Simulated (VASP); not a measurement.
Set up this calculation in VASP 6.6.1, as the native input.

```yaml
Task: single point
Functional: PBEsol
Potentials_or_basis: VASP PAW PBE potentials, release 64 (C, H)
Cutoff: 520 eV
k_mesh: 11 × 8 × 1
Occupations: gaussian, width 0.05 eV
Spin: collinear spin
Starting_moments: "[0.0, 0.0, 0.0, 0.0, 0.0, 0.0, 0.0, 0.0, 0.0, 0.0, 0.0, 0.0, 1.0, 0.0] μB"
Dipole_correction: yes
Further_INCAR_settings: ALGO = Normal; EDIFF = 1e-06; NBANDS = 44
```

The structure of HC13 lies in POSCAR:

```
HC13
1.0
    2.5129226041      0.0000000000      0.0000000000
    0.0000000000      3.5538092279      0.0000000000
    0.0000000000      0.0000000000     26.3823065103
C H
13 1
Direct
    0.5000000000      0.0000000000      0.3221856283
    0.0000000000      0.2500000000      0.3221856283
    0.0000000000      0.5000000000      0.3698107782
    0.5000000000      0.7500000000      0.3698107782
    0.5000000000      0.0000000000      0.4174359281
    0.0000000000      0.2500000000      0.4174359281
    0.0000000000      0.5025704796      0.4652276002
    0.5000000000      0.7481745709      0.4647982289
    0.5000000000     -0.0010963840      0.5110436959
    0.0000000000      0.2505559640      0.5120982192
    0.0000000000      0.4228104337      0.5675399210
    0.5000000000      0.8225217937      0.5633512800
    0.5000000000      0.1959249191      0.5916010039
    0.5000000000      0.1970949443      0.6333084355
```

The input as run:

INCAR

```
SYSTEM = HC13
  ALGO = Normal
  DIPOL = 0.5 0.5 0.466
  EDIFF = 1E-6
  ENCUT = 520
  GGA = PS
  IDIPOL = 3
  ISIF = 2
  ISMEAR = 0
  ISPIN = 2
  LASPH = .True.
  LCHARG = .False.
  LDIPOL = .True.
  LORBIT = 11
  LREAL = .False.
  LWAVE = .False.
  MAGMOM = 0 0 0 0 0 0 0 0 0 0 0 0 1 0
  NBANDS = 44
  NELM = 150
  PREC = Accurate
  SIGMA = 0.05
```

KPOINTS

```
k-points
0
Gamma
  11 8 1
  0 0 0
```

Potentials or basis: VASP PAW PBE potentials, release 64 (C, H).

Run with:

```bash
$ cat potpaw_PBE.64/C/POTCAR potpaw_PBE.64/H/POTCAR > POTCAR
$ mpirun -np 1 vasp_std > vasp.out
```

It gave:

| Item | Value |
| --- | --- |
| Largest force | 4.495 eV/Å |
| Net moment | 0.00 μB per cell |
| Valence electrons inside the program's atomic spheres | C 2.41, 2.55, 2.58, 2.57, 2.60, 2.34, 2.38, 2.51; H 0.68 |

Caveat: the PAW data sets were made with another functional, which shifts forces and pressure a little.

Wall time 23 min on 1 thread of Intel(R) Xeon(R) Platinum 8488C (Sapphire Rapids), on a shared host, peak memory 0.68 GiB.
